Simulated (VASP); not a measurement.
# Cr (I4_1/amd) in VASP: a series of runs, part 2 of 2

VASP 6.6.1.

## (5) Single point, PBE, collinear spin, ferromagnetic start

This run uses another cell than the first one, of 11.12 Å³/atom.

File INCAR:

```
SYSTEM = Cr
ALGO = Normal
EDIFF = 1E-7
ENCUT = 520
GGA = PE
ISIF = 2
ISMEAR = -1
ISPIN = 2
LASPH = .TRUE.
LCHARG = .FALSE.
LMAXMIX = 4
LORBIT = 11
LREAL = .FALSE.
LWAVE = .FALSE.
MAGMOM = 2 2
NBANDS = 23
NELM = 150
PREC = Accurate
SIGMA = 0.1
```

File KPOINTS:

```
k-points
0
G
  17 17 17
  0 0 0
```

File POSCAR:

```
Cr
1.0
   -2.1740441371      2.1740441371      1.1766754800
    2.1740441371     -2.1740441371      1.1766754800
    2.1740441371      2.1740441371     -1.1766754800
Cr
2
Direct
   -0.3750000000     -0.1250000000     -0.2500000000
    0.3750000000      0.1250000000      0.2500000000
```

Potentials or basis: VASP PAW PBE potentials, release 64 (Cr_pv).

Command:

```bash
$ cat potpaw_PBE.64/Cr_pv/POTCAR > POTCAR
$ mpirun -np 1 vasp_std > vasp.out
```

OUTCAR:

```text
SYSTEM = Cr
   EDIFF = 1E-7
   ENCUT = 520
   GGA = PE
   ISIF = 2
   ISMEAR = -1
   ISPIN = 2
   LASPH = .TRUE.
   LORBIT = 11
   LREAL = .FALSE.
   NELM = 150
   PREC = Accurate

 ion  position               nearest neighbor table
   1  0.625  0.875  0.750-   2 2.25   2 2.25   2 2.25   2 2.25   2 2.80   2 2.80   2 2.80   2 2.80

   2  0.375  0.125  0.250-   1 2.25   1 2.25   1 2.25   1 2.25   1 2.80   1 2.80   1 2.80   1 2.80

  LATTYP: Found a body centered tetragonal cell.
 ALAT       =     4.3480882742
 C/A-ratio  =     0.5412380825

  Lattice vectors:

 A1 = (  -2.1740441371,   2.1740441371,   1.1766754800)
 A2 = (   2.1740441371,  -2.1740441371,   1.1766754800)
 A3 = (   2.1740441371,   2.1740441371,  -1.1766754800)

Analysis of symmetry for initial positions (statically):
=====================================================================
 Subroutine PRICEL returns:
 Original cell was already a primitive cell.

 Routine SETGRP: Setting up the symmetry group for a
 body centered tetragonal supercell.

 Subroutine GETGRP returns: Found 16 space group operations
 (whereof  4 operations were pure point group operations)
 out of a pool of 16 trial point group operations.

The static configuration has the point symmetry C_2h.
 The point group associated with its full space group is D_4h.

Analysis of symmetry for dynamics (positions and initial velocities):
=====================================================================
 Subroutine PRICEL returns:
 Original cell was already a primitive cell.

 Routine SETGRP: Setting up the symmetry group for a
 body centered tetragonal supercell.

 Subroutine GETGRP returns: Found 16 space group operations
 (whereof  4 operations were pure point group operations)
 out of a pool of 16 trial point group operations.

The dynamic configuration has the point symmetry C_2h.
 The point group associated with its full space group is D_4h.

Analysis of structural, dynamic, and magnetic symmetry:
=====================================================================
 Subroutine PRICEL returns:
 Original cell was already a primitive cell.

 Routine SETGRP: Setting up the symmetry group for a
 body centered tetragonal supercell.

 Subroutine GETGRP returns: Found 16 space group operations
 (whereof  4 operations were pure point group operations)
 out of a pool of 16 trial point group operations.

The overall configuration has the point symmetry C_2h.
 The point group associated with its full space group is D_4h.

 Subroutine INISYM returns: Found 16 space group operations
 (whereof  4 operations are pure point group operations),
 and found     1 'primitive' translations

----------------------------------------------------------------------------------------

                                     Primitive cell

  volume of cell :      22.2461

  direct lattice vectors                    reciprocal lattice vectors
    -2.174044137  2.174044137  1.176675480     0.000000000  0.229986131  0.424925996
     2.174044137 -2.174044137  1.176675480     0.229986131  0.000000000  0.424925996
     2.174044137  2.174044137 -1.176675480     0.229986131  0.229986131  0.000000000

  length of vectors
     3.292035997  3.292035997  3.292035997     0.483172560  0.483172560  0.325249506

  position of ions in fractional coordinates (direct lattice)
[... 73 lines left out ...]
   ISPIN  =      2    spin polarized calculation?
   LNONCOLLINEAR =      F non collinear calculations
   LSORBIT =      F    spin-orbit coupling
   LASPH  =      T    aspherical Exc in radial PAW
   ENCUT  =  520.0 eV  38.22 Ry    6.18 a.u.   6.12  6.12  6.12*2*pi/ulx,y,z
   NELM   =    150;   NELMIN=  2; NELMDL= -5     # of ELM steps
   EDIFF  = 0.1E-06   stopping-criterion for ELM
   LREAL  =      F    real-space projection
   EDIFFG = 0.1E-05   stopping-criterion for IOM
   NSW    =      0    number of steps for IOM
   IBRION =     -1    ionic relax: 0-MD 1-quasi-New 2-CG
   NFREE  =      0    steps in history (QN), initial steepest desc. (CG)
   ISIF   =      2    stress and relaxation
   ISYM   =      2    0-nonsym 1-usesym 2-fastsym
   POTIM  = 0.5000    time-step for ionic-motion
   TEBEG  =    0.0;   TEEND  =   0.0 temperature during run
   PSTRESS=    0.0 pullay stress
   NELECT =      24.0000    total number of electrons
   NUPDOWN=      -1.0000    fix difference up-down
   EMIN   =  10.00;   EMAX   =-10.00  energy-range for DOS
   EFERMI =   0.00;   METHOD = LEGACY
   ISMEAR =    -1;   SIGMA  =   0.10  broadening in eV -4-tet -1-fermi 0-gaus
   EFERMI_NEDOS =   21; number of points for ismear=-14 and -15
   IALGO  =     38    algorithm
   IMIX   =      4    mixing-type and parameters
     AMIX     =   0.40;   BMIX     =  1.00
     AMIX_MAG =   1.60;   BMIX_MAG =  1.00
  volume/ion in A,a.u.               =      11.12        75.06
  Fermi-wavevector in a.u.,A,eV,Ry     =   1.679039  3.172924 38.357162  2.819172
  Thomas-Fermi vector in A             =   2.763022
   LORBIT       =     11    0 simple, 1 ext, 2 COOP (PROOUT), +10 PAW based schemes
   GGA     = PE    functional components
   LHFCALC =     F    Hartree Fock is set to
   AEXX    =    0.0000 exact exchange contribution
   IVDW    =     0    specifies the selected vdW correction
   LEPSILON=     F    determine dielectric tensor
   LRPA    =     F    only Hartree local field effects (RPA)
 spin polarized calculation
  energy-cutoff  :      520.00
  volume of cell :       22.25
 maximum number of plane-waves:       620
   NGX = 13   NGY = 13   NGZ = 13

 number of electron      23.9999997 magnetization      -0.0120804

 number of electron      23.9999997 magnetization       0.0000470

 Free energy of the ion-electron system (eV)
  ---------------------------------------------------
  ext. energy  EPLUGINS =         0.00000000
  ---------------------------------------------------
  free energy    TOTEN  =       -17.43468365 eV

  energy without entropy =      -17.35598879  energy(sigma->0) =      -17.39533622

 E-fermi :  11.6672     XC(G=0): -13.7963

 val. band max:       11.6652565583   @ k =  -0.2353   0.4706   0.1765
 cond. band min:      11.6736366810   @ k =  -0.2941  -0.4118   0.1765
 fundamental gap:      0.0083801226
 Fermi energy:        11.6672284728

 spin component 1

 k-point     1 :       0.0000    0.0000    0.0000
  band No.  band energies     occupation
      1     -31.9036      1.00000
      2     -31.9036      1.00000
      3     -30.8256      1.00000
      4     -30.8118      1.00000
      5     -30.7394      1.00000
      6     -30.7394      1.00000
[... 613 lines left out ...]
     22      27.0074      0.00000
     23      30.9425      0.00000

 [... further k-points ...]

 spin component 2

 k-point     1 :       0.0000    0.0000    0.0000
  band No.  band energies     occupation
      1     -31.9036      1.00000
      2     -31.9036      1.00000
      3     -30.8256      1.00000
      4     -30.8118      1.00000
      5     -30.7394      1.00000
      6     -30.7394      1.00000
[... 613 lines left out ...]
     22      27.0074      0.00000
     23      30.9425      0.00000

 [... further k-points ...]

------------------------ aborting loop because EDIFF is reached ----------------------------------------

  FORCE on cell =-STRESS in cart. coord.  units (eV):
  Direction    XX          YY          ZZ          XY          YZ          ZX
  --------------------------------------------------------------------------------------
  -------------------------------------------------------------------------------------
  Total        3.7304362      3.7304362      3.6799679      0.0000000      0.0000000      0.0000000
  in kB      268.6685275    268.6685275    265.0337674      0.0000000      0.0000000      0.0000000
  external PRESSURE =     267.4569408 kB  Pullay stress =       0.0000000 kB

 VOLUME and BASIS-vectors are now :
 -----------------------------------------------------------------------------
  energy-cutoff  :      520.00
  volume of cell :       22.25
      direct lattice vectors                 reciprocal lattice vectors
    -2.174044137  2.174044137  1.176675480     0.000000000  0.229986131  0.424925996
     2.174044137 -2.174044137  1.176675480     0.229986131  0.000000000  0.424925996
     2.174044137  2.174044137 -1.176675480     0.229986131  0.229986131  0.000000000

 POSITION                                       TOTAL-FORCE (eV/Angst)
 -----------------------------------------------------------------------------------
      2.17404      1.08702      0.88251         0.000000     -0.000000      0.000000
      0.00000      1.08702      0.29417        -0.000000      0.000000     -0.000000
 -----------------------------------------------------------------------------------
    total drift:                               -0.000000      0.000000      0.000000

  FREE ENERGIE OF THE ION-ELECTRON SYSTEM (eV)
  ---------------------------------------------------
  free  energy   TOTEN  =       -17.4346836512 eV

  energy  without entropy=      -17.3559887909  energy(sigma->0) =      -17.39533622

 total charge

# of ion       s       p       d       tot
------------------------------------------
    1        0.462   6.379   4.462  11.302
    2        0.462   6.379   4.462  11.302
--------------------------------------------------
tot          0.923  12.758   8.923  22.605

 magnetization (x)

# of ion       s       p       d       tot
------------------------------------------
    1        0.000   0.000   0.000   0.000
    2        0.000   0.000   0.000   0.000
--------------------------------------------------
tot          0.000   0.000   0.000   0.000
```

It took 2 min on 1 thread of Intel Xeon 6975P-C (Granite Rapids), shared host; peak memory 0.37 GiB.

Results:

```yaml
Free_energy: -17.4347 eV
Pressure: 26.7 GPa
Band_gap_on_the_k_mesh: zero (filled and empty bands overlap)
Net_moment: 0.00 μB per cell
Valence_electrons_inside_the_program's_atomic_spheres: Cr 11.30
```

Levels at points of the mesh, in eV from the Fermi level:
Spin up:
```csv
k point,band 9,band 10,band 11,band 12,band 13,band 14,band 15,band 16
"(0.00, 0.00, 0.00)",-3.17,-2.66,-2.03,1.18,1.18,1.23,1.23,2.88
```
Spin down:
| k point | band 8 | band 9 | band 10 | band 11 | band 12 | band 13 | band 14 | band 15 | band 16 | band 17 |
| --- | --- | --- | --- | --- | --- | --- | --- | --- | --- | --- |
| (0.00, 0.00, 0.00) | -5.21 | -3.17 | -2.66 | -2.03 | 1.18 | 1.18 | 1.23 | 1.23 | 2.88 | 3.85 |

Caveat: the cell stands under pressure; an empty level that is flat over the whole mesh can mark a ghost state of the potentials, or a narrow d or f band.
